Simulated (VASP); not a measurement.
# Zn3H8O3 in VASP: notebook

The runs below take Zn3H8O3 through single point, with PBE.

Program: VASP 6.6.1. These are calculated values, not measurements. Logs are shortened: lines on timing, memory, paths and dates and some standing lists are left out, and cuts for length are marked.

## (1) The cell of the first run

The cell holds a wire with vacuum, 28 atoms: a = 16.500 Å, b = 15.500 Å, c = 5.255 Å, α = 90.00°, β = 90.00°, γ = 90.00°.

## (2) Single point, PBE

Contents of INCAR:

```
SYSTEM = Zn3H8O3
ALGO = Normal ; EDIFF = 1E-7
ENCUT = 520 ; GGA = PE
ISIF = 2 ; ISMEAR = 0
LASPH = .TRUE. ; LCHARG = .FALSE.
LREAL = Auto ; LWAVE = .FALSE.
NBANDS = 82 ; NELM = 100
PREC = Accurate ; SIGMA = 0.05
```

Contents of KPOINTS:

```
k-points
0
G
  1 1 6
  0 0 0
```

Contents of POSCAR:

```
Zn3H8O3
1.0
   16.5000000000      0.0000000000      0.0000000000
    0.0000000000     15.5000000000      0.0000000000
    0.0000000000      0.0000000000      5.2545942655
Zn O H
6 6 16
Direct
    0.5158162062      0.3571437736      0.3966859226
    0.3915136843      0.5857500245      0.3967249973
    0.5630448174      0.5388006700      0.4727539893
    0.4369551826      0.4611993300      0.9727539893
    0.6084863157      0.4142499755      0.8967249973
    0.4841837938      0.6428562264      0.8966859226
    0.4679338437      0.4802322080      0.3314569379
    0.6830504434      0.5076161449      0.3970173827
    0.5973705985      0.6651547697      0.3970877318
    0.4026294015      0.3348452303      0.8970877318
    0.3169495566      0.4923838551      0.8970173827
    0.5320661563      0.5197677920      0.8314569379
    0.4444832679      0.2887716398      0.4381195032
    0.5899301850      0.3620931221      0.6161272176
    0.3003114203      0.5539183254      0.4381475582
    0.4324699319      0.6517293220      0.6160899101
    0.5675300681      0.3482706780      1.1160899101
    0.6996885797      0.4460816746      0.9381475582
    0.4100698150      0.6379068779      1.1161272176
    0.5555167321      0.7112283602      0.9381195032
    0.6926551251      0.4796603829      0.2277327392
    0.7044512887      0.4690671463      0.5284108253
    0.5793715560      0.6879457293      0.2278272418
    0.5765592299      0.7040549570      0.5285181938
    0.4234407701      0.2959450430      1.0285181938
    0.4206284440      0.3120542707      0.7278272418
    0.2955487113      0.5309328537      1.0284108253
    0.3073448749      0.5203396171      0.7277327392
```

Potentials or basis: VASP PAW PBE potentials, release 64 (Zn, O, H).

Launch:

```bash
> cat potpaw_PBE.64/Zn/POTCAR potpaw_PBE.64/O/POTCAR potpaw_PBE.64/H/POTCAR > POTCAR
> mpirun -np 1 vasp_std > vasp.out
```

OUTCAR:

```text
SYSTEM = Zn3H8O3
   EDIFF = 1E-7
   ENCUT = 520
   GGA = PE
   ISIF = 2
   ISMEAR = 0
   LASPH = .TRUE.
   LREAL = Auto
   NELM = 100
   PREC = Accurate

 ion  position               nearest neighbor table
   1  0.516  0.357  0.397-  13 1.60  14 1.68  17 1.71   7 2.09   3 2.95   4 3.04
   2  0.392  0.586  0.397-  15 1.60  16 1.68  19 1.71   7 2.09   3 2.95   4 3.04
   3  0.563  0.539  0.473-   7 1.96  12 1.98   8 2.08   9 2.08   1 2.95   2 2.95   5 3.04   6 3.04

   4  0.437  0.461  0.973-  12 1.96   7 1.98  11 2.08  10 2.08   6 2.95   5 2.95   2 3.04   1 3.04

   5  0.608  0.414  0.897-  18 1.60  17 1.68  14 1.71  12 2.09   4 2.95   3 3.04
   6  0.484  0.643  0.897-  20 1.60  19 1.68  16 1.71  12 2.09   4 2.95   3 3.04
   7  0.468  0.480  0.331-   3 1.96   4 1.98   1 2.09   2 2.09
   8  0.683  0.508  0.397-  22 0.98  21 1.00   3 2.08
   9  0.597  0.665  0.397-  24 0.98  23 1.00   3 2.08
  10  0.403  0.335  0.897-  25 0.98  26 1.00   4 2.08
  11  0.317  0.492  0.897-  27 0.98  28 1.00   4 2.08
  12  0.532  0.520  0.831-   4 1.96   3 1.98   6 2.09   5 2.09
  13  0.444  0.289  0.438-   1 1.60
  14  0.590  0.362  0.616-   1 1.68   5 1.71
  15  0.300  0.554  0.438-   2 1.60
  16  0.432  0.652  0.616-   2 1.68   6 1.71
  17  0.568  0.348  0.116-   5 1.68   1 1.71
  18  0.700  0.446  0.938-   5 1.60
  19  0.410  0.638  0.116-   6 1.68   2 1.71
  20  0.556  0.711  0.938-   6 1.60
  21  0.693  0.480  0.228-   8 1.00
  22  0.704  0.469  0.528-   8 0.98
  23  0.579  0.688  0.228-   9 1.00
  24  0.577  0.704  0.529-   9 0.98
  25  0.423  0.296  0.029-  10 0.98
  26  0.421  0.312  0.728-  10 1.00
  27  0.296  0.531  0.028-  11 0.98
  28  0.307  0.520  0.728-  11 1.00

  LATTYP: Found a simple orthorhombic cell.
 ALAT       =     5.2545942655
 B/A-ratio  =     2.9497995881
 C/A-ratio  =     3.1401092389

  Lattice vectors:

 A1 = (   0.0000000000,   0.0000000000,  -5.2545942655)
 A2 = (   0.0000000000,  15.5000000000,   0.0000000000)
 A3 = (  16.5000000000,   0.0000000000,   0.0000000000)

Analysis of symmetry for initial positions (statically):
=====================================================================
 Subroutine PRICEL returns:
 Original cell was already a primitive cell.

 Routine SETGRP: Setting up the symmetry group for a
 simple orthorhombic supercell.

 Subroutine GETGRP returns: Found  2 space group operations
 (whereof  1 operations were pure point group operations)
 out of a pool of  8 trial point group operations.

The static configuration has the point symmetry C_1 .
 The point group associated with its full space group is C_2 .

Analysis of symmetry for dynamics (positions and initial velocities):
=====================================================================
 Subroutine PRICEL returns:
 Original cell was already a primitive cell.

 Routine SETGRP: Setting up the symmetry group for a
 simple orthorhombic supercell.

 Subroutine GETGRP returns: Found  2 space group operations
 (whereof  1 operations were pure point group operations)
 out of a pool of  8 trial point group operations.

The dynamic configuration has the point symmetry C_1 .
 The point group associated with its full space group is C_2 .

 Subroutine INISYM returns: Found  2 space group operations
 (whereof  1 operations are pure point group operations),
 and found     1 'primitive' translations

----------------------------------------------------------------------------------------

                                     Primitive cell

  volume of cell :    1343.8625

  direct lattice vectors                    reciprocal lattice vectors
    16.500000000  0.000000000  0.000000000     0.060606061  0.000000000  0.000000000
     0.000000000 15.500000000  0.000000000     0.000000000  0.064516129  0.000000000
     0.000000000  0.000000000  5.254594265     0.000000000  0.000000000  0.190309651

  length of vectors
    16.500000000 15.500000000  5.254594265     0.060606061  0.064516129  0.190309651

  position of ions in fractional coordinates (direct lattice)
     0.515816206  0.357143774  0.396685923
     0.391513684  0.585750025  0.396724997
     0.563044817  0.538800670  0.472753989
     0.436955183  0.461199330  0.972753989
     0.608486316  0.414249975  0.896724997
     0.484183794  0.642856226  0.896685923
[... 20 lines left out ...]
     0.295548711  0.530932854  0.028410825
     0.307344875  0.520339617  0.727732739

  ion indices of the primitive-cell ions
   primitive index   ion index
                 1           1
                 2           2
                 3           3
                 4           4
                 5           5
                 6           6
[... 20 lines left out ...]
                27          27
                28          28

----------------------------------------------------------------------------------------

 KPOINTS: k-points

Automatic generation of k-mesh.
 Grid dimensions read from file:
 generate k-points for:    1    1    6

 Generating k-lattice:

  Cartesian coordinates                     Fractional coordinates (reciprocal lattice)
     0.060606061  0.000000000  0.000000000     1.000000000  0.000000000  0.000000000
     0.000000000  0.064516129  0.000000000     0.000000000  1.000000000  0.000000000
     0.000000000  0.000000000  0.031718275     0.000000000  0.000000000  0.166666667

  Length of vectors
     0.060606061  0.064516129  0.031718275

  Shift w.r.t. Gamma in fractional coordinates (k-lattice)
     0.000000000  0.000000000  0.000000000

 Subroutine IBZKPT returns following result:
 ===========================================

 Found      4 irreducible k-points:

 Following reciprocal coordinates:
            Coordinates               Weight
  0.000000  0.000000  0.000000      1.000000
  0.000000  0.000000  0.166667      2.000000
  0.000000  0.000000  0.333333      2.000000
  0.000000  0.000000  0.500000      1.000000
   k-points           NKPTS =      4   k-points in BZ     NKDIM =      4   number of bands    NBANDS=     82
   number of dos      NEDOS =    301   number of ions     NIONS =     28
   total plane-waves  NPLWV = 604800
   dimension x,y,z NGX =   126 NGY =  120 NGZ =   40
   dimension x,y,z NGXF=   252 NGYF=  240 NGZF=   80
   ions per type =               6   6  16
   NGX,Y,Z   is equivalent  to a cutoff of  12.70, 12.87, 12.66 a.u.
   NGXF,Y,Z  is equivalent  to a cutoff of  25.39, 25.74, 25.31 a.u.
 SYSTEM =  Zn3H8O3
   PREC   = accura    normal or accurate (medium, high low for compatibility)
   ISTART =      0    job   : 0-new  1-cont  2-samecut
   ICHARG =      2    charge: 1-file 2-atom 10-const
   ISPIN  =      1    spin polarized calculation?
   LNONCOLLINEAR =      F non collinear calculations
   LSORBIT =      F    spin-orbit coupling
   LASPH  =      T    aspherical Exc in radial PAW
   ENCUT  =  520.0 eV  38.22 Ry    6.18 a.u.  30.68 28.82  9.77*2*pi/ulx,y,z
   NELM   =    100;   NELMIN=  2; NELMDL= -5     # of ELM steps
   EDIFF  = 0.1E-06   stopping-criterion for ELM
   LREAL  =      T    real-space projection
   EDIFFG = 0.1E-05   stopping-criterion for IOM
   NSW    =      0    number of steps for IOM
   IBRION =     -1    ionic relax: 0-MD 1-quasi-New 2-CG
   NFREE  =      0    steps in history (QN), initial steepest desc. (CG)
   ISIF   =      2    stress and relaxation
   ISYM   =      2    0-nonsym 1-usesym 2-fastsym
   POTIM  = 0.5000    time-step for ionic-motion
   TEBEG  =    0.0;   TEEND  =   0.0 temperature during run
   PSTRESS=    0.0 pullay stress
   NELECT =     124.0000    total number of electrons
   NUPDOWN=      -1.0000    fix difference up-down
   EMIN   =  10.00;   EMAX   =-10.00  energy-range for DOS
   EFERMI =   0.00;   METHOD = LEGACY
   ISMEAR =     0;   SIGMA  =   0.05  broadening in eV -4-tet -1-fermi 0-gaus
   EFERMI_NEDOS =   21; number of points for ismear=-14 and -15
   IALGO  =     38    algorithm
   IMIX   =      4    mixing-type and parameters
     AMIX     =   0.40;   BMIX     =  1.00
     AMIX_MAG =   1.60;   BMIX_MAG =  1.00
  volume/ion in A,a.u.               =      48.00       323.89
  Fermi-wavevector in a.u.,A,eV,Ry     =   0.739771  1.397964  7.445933  0.547261
  Thomas-Fermi vector in A             =   1.834013
   LORBIT       =      0    0 simple, 1 ext, 2 COOP (PROOUT), +10 PAW based schemes
   GGA     = PE    functional components
   LHFCALC =     F    Hartree Fock is set to
   AEXX    =    0.0000 exact exchange contribution
   IVDW    =     0    specifies the selected vdW correction
   LEPSILON=     F    determine dielectric tensor
   LRPA    =     F    only Hartree local field effects (RPA)
 non-spin polarized calculation
 Gauss-broadening in eV      SIGMA  =   0.05
  energy-cutoff  :      520.00
  volume of cell :     1343.86
 maximum number of plane-waves:     36247
 NGX is ok and might be reduce to   126
   NGX = 61   NGY = 57   NGZ = 19

 number of electron     124.0000023 magnetization

 Free energy of the ion-electron system (eV)
  ---------------------------------------------------
  ext. energy  EPLUGINS =         0.00000000
  ---------------------------------------------------
  free energy    TOTEN  =      -103.84151521 eV

  energy without entropy =     -103.84151521  energy(sigma->0) =     -103.84151521

 E-fermi :  -4.9584     XC(G=0):  -2.4006

 val. band max:       -5.1934707614   @ k =   0.0000   0.0000   0.3333
 cond. band min:      -1.7844228634   @ k =   0.0000   0.0000   0.0000
 fundamental gap:      3.4090478980
 Fermi energy:        -4.9584443962

 k-point     1 :       0.0000    0.0000    0.0000
  band No.  band energies     occupation
      1     -25.4973      2.00000
      2     -25.4951      2.00000
      3     -25.3934      2.00000
      4     -25.3929      2.00000
      5     -22.0025      2.00000
      6     -21.5238      2.00000
[... 66 lines left out ...]
     73       1.1678      0.00000
     74       1.2198      0.00000

 k-point     2 :       0.0000    0.0000    0.1667
  band No.  band energies     occupation
      1     -25.4963      2.00000
      2     -25.4944      2.00000
      3     -25.3927      2.00000
      4     -25.3923      2.00000
      5     -21.9715      2.00000
      6     -21.5569      2.00000
[... 66 lines left out ...]
     73       1.0631      0.00000
     74       1.2541      0.00000

 k-point     3 :       0.0000    0.0000    0.3333
  band No.  band energies     occupation
      1     -25.4943      2.00000
      2     -25.4932      2.00000
      3     -25.3912      2.00000
      4     -25.3909      2.00000
      5     -21.8860      2.00000
      6     -21.6465      2.00000
[... 66 lines left out ...]
     73       1.4127      0.00000
     74       1.5580      0.00000

 k-point     4 :       0.0000    0.0000    0.5000
  band No.  band energies     occupation
      1     -25.4929      2.00000
      2     -25.4929      2.00000
      3     -25.3904      2.00000
      4     -25.3904      2.00000
      5     -21.7673      2.00000
      6     -21.7673      2.00000
[... 66 lines left out ...]
     73       1.7060      0.00000
     74       1.7060      0.00000
 [bands above 74 left out]

------------------------ aborting loop because EDIFF is reached ----------------------------------------

  FORCE on cell =-STRESS in cart. coord.  units (eV):
  Direction    XX          YY          ZZ          XY          YZ          ZX
  --------------------------------------------------------------------------------------
  -------------------------------------------------------------------------------------
  Total        0.2455407      0.2232857      0.5155611      0.0211873      0.0000000      0.0000000
  in kB        0.2927381      0.2662053      0.6146613      0.0252598      0.0000000      0.0000000
  external PRESSURE =       0.3912016 kB  Pullay stress =       0.0000000 kB

 VOLUME and BASIS-vectors are now :
 -----------------------------------------------------------------------------
  energy-cutoff  :      520.00
  volume of cell :     1343.86
      direct lattice vectors                 reciprocal lattice vectors
    16.500000000  0.000000000  0.000000000     0.060606061  0.000000000  0.000000000
     0.000000000 15.500000000  0.000000000     0.000000000  0.064516129  0.000000000
     0.000000000  0.000000000  5.254594265     0.000000000  0.000000000  0.190309651

 POSITION                                       TOTAL-FORCE (eV/Angst)
 -----------------------------------------------------------------------------------
      8.51097      5.53573      2.08442         0.005142     -0.011740      0.004714
      6.45998      9.07913      2.08463        -0.005612      0.008884      0.004393
      9.29024      8.35141      2.48413         0.061004      0.037418     -0.035461
      7.20976      7.14859      5.11143        -0.061004     -0.037418     -0.035461
     10.04002      6.42087      4.71193         0.005612     -0.008884      0.004393
      7.98903      9.96427      4.71172        -0.005142      0.011740      0.004714
[... 20 lines left out ...]
      4.87655      8.22946      0.14929        -0.038691      0.032262      0.087597
      5.07119      8.06526      3.82394        -0.008229     -0.000654     -0.078865
 -----------------------------------------------------------------------------------
    total drift:                               -0.000000     -0.000001     -0.009919

  FREE ENERGIE OF THE ION-ELECTRON SYSTEM (eV)
  ---------------------------------------------------
  free  energy   TOTEN  =      -103.8415152080 eV

  energy  without entropy=     -103.8415152080  energy(sigma->0) =     -103.84151521
```

Run time: 21 min. Hardware: 1 thread of Intel Xeon Platinum 8488C (Sapphire Rapids), shared host; peak memory 1.3 GiB.

What came out:

| Quantity | Value |
| --- | --- |
| Free energy | -103.8415 eV |
| Largest force | 0.101 eV/Å |
| Band gap on the k mesh | 3.41 eV, indirect (least direct gap 3.45 eV) |

Forces in eV/Å, atoms in the order of the input:
```
Zn   0.005 -0.012  0.005
Zn  -0.006  0.009  0.004
Zn   0.061  0.037 -0.035
Zn  -0.061 -0.037 -0.035
Zn   0.006 -0.009  0.004
Zn  -0.005  0.012  0.005
O   -0.027 -0.016  0.032
O   -0.019  0.018 -0.022
O    0.004 -0.026 -0.016
O   -0.004  0.026 -0.016
O    0.019 -0.018 -0.022
O    0.027  0.016  0.032
H   -0.019 -0.020  0.005
H    0.014 -0.007  0.002
H   -0.027 -0.006  0.005
H    0.001  0.015  0.002
H   -0.001 -0.015  0.002
H    0.027  0.006  0.005
H   -0.014  0.007  0.002
H    0.019  0.020  0.005
H    0.008  0.001 -0.079
H    0.039 -0.032  0.088
H    0.005  0.007 -0.079
H   -0.009  0.050  0.087
H    0.009 -0.050  0.087
H   -0.005 -0.007 -0.079
H   -0.039  0.032  0.088
H   -0.008 -0.001 -0.079
```

## (3) Single point, PBE

This run uses another cell than the first one, of 48.35 Å³/atom, 1.007 times its volume.

Contents of INCAR:

```
ALGO = Normal
EDIFF = 1E-7
ENCUT = 520
GGA = PE
ISIF = 2
ISMEAR = 0
LASPH = True
LCHARG = False
LREAL = Auto
LWAVE = False
NBANDS = 82
NELM = 80
PREC = Accurate
SIGMA = 0.05
```

Contents of KPOINTS:

```
k-points
0
Gamma
  1 1 6
```

Contents of POSCAR:

```
Zn3H8O3
1.0
   16.5000000000      0.0000000000      0.0000000000
    0.0000000000     15.5000000000      0.0000000000
    0.0000000000      0.0000000000      5.2933196408
Zn O H
6 6 16
Direct
    0.4503106609      0.3473049906      0.4999697864
    0.3509319828      0.5305390019      0.4999697864
    0.5496893391      0.5305390019      0.4999697864
    0.4503106609      0.4694609981      0.9999697864
    0.6490680172      0.4694609981      0.9999697864
    0.5496893391      0.6526950094      0.9999697864
    0.4503106609      0.4694609981      0.3790402136
    0.6490680172      0.4694609981      0.3790402136
    0.5496893391      0.6526950094      0.3790402136
    0.4503106609      0.3473049906      0.8790402136
    0.3509319828      0.5305390019      0.8790402136
    0.5496893391      0.5305390019      0.8790402136
    0.3732419235      0.2999386468      0.4061882061
    0.5273793983      0.2999386468      0.4061882061
    0.2738632454      0.4831726581      0.4061882061
    0.3509319828      0.6252716895      0.4061882061
    0.6490680172      0.3747283105      0.9061882061
    0.7261367546      0.5168273419      0.9061882061
    0.4726206017      0.7000613532      0.9061882061
    0.6267580765      0.7000613532      0.9061882061
    0.6490680172      0.4101766711      0.4377293316
    0.6972981303      0.4991031616      0.4377293316
    0.5014592260      0.6823371730      0.4377293316
    0.5979194521      0.6823371730      0.4377293316
    0.4020805479      0.3176628270      0.9377293316
    0.4985407740      0.3176628270      0.9377293316
    0.3027018697      0.5008968384      0.9377293316
    0.3509319828      0.5898233289      0.9377293316
```

Potentials or basis: VASP PAW PBE potentials, release 64 (Zn, O, H).

Launch:

```bash
> cat potpaw_PBE.64/Zn/POTCAR potpaw_PBE.64/O/POTCAR potpaw_PBE.64/H/POTCAR > POTCAR
> mpirun -np 1 vasp_std > vasp.out
```

It took 17 min on 1 thread of Intel Xeon Platinum 8375C at 2.90GHz (Ice Lake), shared host; peak memory 1.3 GiB.

It converged, with:

```yaml
Free_energy: -98.1640 eV
Largest_force: 2.287 eV/Å
Band_gap_on_the_k_mesh: 1.52 eV, direct
```

Forces in eV/Å, atoms in the order of the input:
```
Zn  -0.024 -0.929 -2.089
Zn  -0.817  0.447 -2.089
Zn  -1.558 -0.898  1.309
Zn   1.558  0.898  1.309
Zn   0.817 -0.447 -2.089
Zn   0.024  0.929 -2.089
O    1.185  0.681 -0.143
O   -0.078  0.506  0.425
O    0.398 -0.325  0.424
O   -0.398  0.325  0.424
O    0.078 -0.506  0.425
O   -1.185 -0.681 -0.143
H   -0.829 -0.028 -0.020
H    1.077  0.084 -0.020
H   -0.439 -0.704 -0.020
H    0.611  0.891 -0.020
H   -0.611 -0.891 -0.020
H    0.439  0.704 -0.020
H   -1.077 -0.084 -0.020
H    0.829  0.028 -0.020
H   -0.007 -0.882  0.581
H    0.723 -0.023  0.540
H   -0.767  0.435  0.581
H    0.342  0.638  0.540
H   -0.342 -0.638  0.540
H    0.767 -0.435  0.581
H   -0.723  0.023  0.540
H    0.007  0.882  0.581
```

Levels at points of the mesh, in eV from the valence-band top:
```tsv
k point	band 59	band 60	band 61	band 62	band 63	band 64	band 65	band 66
(0.00, 0.00, 0.00)	-0.80	-0.48	-0.44	0.00	1.52	2.69	3.65	4.11
(0.00, 0.00, 0.50)	-0.70	-0.70	-0.35	-0.35	1.83	1.83	2.93	2.93
```
